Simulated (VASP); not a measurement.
Here is a VASP 6.6.1 calculation.

The input INCAR:

```
SYSTEM = Zr2Ge
  ALGO = Fast
  EDIFF = 1E-6
  ENCUT = 520
  GGA = PE
  ISIF = 2
  ISMEAR = 0
  LASPH = .TRUE.
  LCHARG = .TRUE.
  LELF = .TRUE.
  LREAL = .FALSE.
  LVHAR = .TRUE.
  LWAVE = .FALSE.
  NBANDS = 26
  NELM = 60
  PREC = Accurate
  SIGMA = 0.1
```

The input KPOINTS:

```
k-points
0
G
  12 12 16
  0 0 0
```

The input POSCAR:

```
Zr2Ge
1.0
    2.4998366525     -4.1116077724      0.0000000000
    2.4998366525      4.1116077724      0.0000000000
    0.0000000000      0.0000000000      2.9383735172
Zr Ge
2 1
Direct
    0.3195965931      0.6804034069      0.0000000000
    0.6804034069      0.3195965931      0.0000000000
    0.0000000000      0.0000000000      0.5000000000
```

Potentials or basis: VASP PAW PBE potentials, release 64 (Zr_sv, Ge_d).

Run with:

```console
$ cat potpaw_PBE.64/Zr_sv/POTCAR potpaw_PBE.64/Ge_d/POTCAR > POTCAR
$ mpirun -np 1 vasp_std > vasp.out
```

(1) What does it give for the pressure?

(2) What does it give for the band gap on the k mesh?

(3) Estimate the largest force.

Results:

(1) -0.2 GPa.

(2) zero (band 19 reaches 9.85 eV, above the bottom of band 20 at 8.53 eV).

(3) 0.003 eV/Å.
